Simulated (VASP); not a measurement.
Here is a VASP 6.6.1 calculation.

Contents of INCAR:

```
SYSTEM = Be
PREC     = Accurate       ! precision mode
ENCUT    = 600            ! plane-wave cutoff, eV
EDIFF    = 1E-7           ! SCF threshold, eV
ISMEAR   = -1             ! smearing method
SIGMA    = 0.1            ! smearing width, eV
LREAL    = .False.        ! projectors in reciprocal space
LASPH    = .True.         ! aspherical terms in the spheres
NELM     = 120            ! most SCF steps
ALGO     = Normal         ! electronic algorithm
ISIF     = 3              ! what is computed and relaxed
LWAVE    = .False.        ! write WAVECAR
LCHARG   = .False.        ! write CHGCAR
GGA      = CA             ! functional
IBRION   = 2              ! ionic algorithm
NSW      = 60             ! ionic steps
EDIFFG   = -0.005         ! ionic threshold
GGA_COMPAT= .False.      
NELMIN   = 4
```

KPOINTS

```
Automatic mesh
0
Gamma
  21 21 21
  0 0 0
```

Contents of POSCAR:

```
Be
1.0
    2.0128407149      0.0000000000      0.0000000000
    0.0000000000      2.0128407149      0.0000000000
    0.0000000000      0.0000000000      2.0128407149
Be
1
Direct
    0.0000000000      0.0000000000      0.0000000000
```

Potentials or basis: VASP PAW LDA potentials, release 64 (Be).

Command:

```bash
$ cat potpaw_LDA.64/Be/POTCAR > POTCAR
$ mpirun -np 1 vasp_std > vasp.out
```

(1) Estimate the band gap on the k mesh.

(2) Predict the space group after relaxing (to 0.1 Å).

(3) What does it give for the relaxed cell?

(4) Predict the relaxed volume.

## Answers

(1) zero (bands 1 and 2 overlap by 6.64 eV).

(2) Pm-3m (No. 221).

(3) a = 2.144 Å, b = 2.144 Å, c = 2.144 Å, α = 90.00°, β = 90.00°, γ = 90.00°.

(4) 9.85 Å³/atom.

Caveat: the volume moved by over 15 % at a fixed basis, so the end points are rough.
